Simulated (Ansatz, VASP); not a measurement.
**BN in VASP and in Ansatz**

```
CELL_PARAMETERS angstrom
0.00000 1.80500 1.80500
1.80500 0.00000 1.80500
1.80500 1.80500 0.00000
ATOMIC_POSITIONS crystal
B 0.00000 0.00000 0.00000
N 0.25000 0.25000 0.25000
```

Alike in both runs: task relaxation of cell and atoms; functional PBE; k mesh 12 × 12 × 12; occupations gaussian, width 0.02 eV; no spin polarisation.

```csv
,VASP,Ansatz
version,VASP 6.6.1,Ansatz 0.2.0
potentials or method,"VASP PAW PBE potentials, release 64 (B, N), cutoff 600 eV","scalar-relativistic, plane waves, PAW"
valence electrons in the cell,8,8
```

VASP gave:

* gap on the k mesh at the Fermi level, each at its own relaxed structure (eV): 4.45
* relaxed volume (Å³/atom): 5.95
* relaxed cell length with the largest relative difference (Å): 2.563

Problem. Which values does Ansatz return?

Solution. gap on the k mesh at the Fermi level, each at its own relaxed structure (eV): 4.46; relaxed volume (Å³/atom): 5.95; relaxed cell length with the largest relative difference (Å): 2.563.
